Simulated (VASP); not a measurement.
Runs of VASP 6.6.1 on ZnO (pbe). The structure is that of space group P6_3/mmc (No. 194), or close to it. The cells are those of the table. 

```csv
task,cell,k mesh,cutoff (eV),smearing,gap on the mesh (eV),pressure (GPa),relaxed volume (Å³/atom)
relaxation of cell and atoms,"relaxed from a = 3.445, b = 3.445, c = 4.617 Å, angles 90.0, 90.0, 120.0°, 4 atoms",9 × 9 × 6,600,gaussian 0.02 eV,(b),0.0,11.91
relaxation of cell and atoms,"relaxed from a = 3.250, b = 3.250, c = 5.205 Å, angles 90.0, 90.0, 120.0°, 4 atoms",9 × 9 × 4,600,gaussian 0.1 eV,0.90,0.5,11.86
single point,"a = 3.445, b = 3.445, c = 4.617 Å, angles 90.0, 90.0, 120.0°, 4 atoms",9 × 9 × 4,520,gaussian 0.1 eV,(a),0.9,-
single point,"a = 3.446, b = 3.446, c = 4.612 Å, angles 90.0, 90.0, 120.0°, 4 atoms",9 × 9 × 6,520,gaussian 0.02 eV,0.94,0.9,-
```

Alike in all rows: level PBE; potentials or basis VASP PAW PBE potentials, release 64 (Zn, O); no spin polarisation.

Task: Estimate the missing entries.

Result: (a) 0.93; (b) 0.91.

A k mesh can miss the band edges.
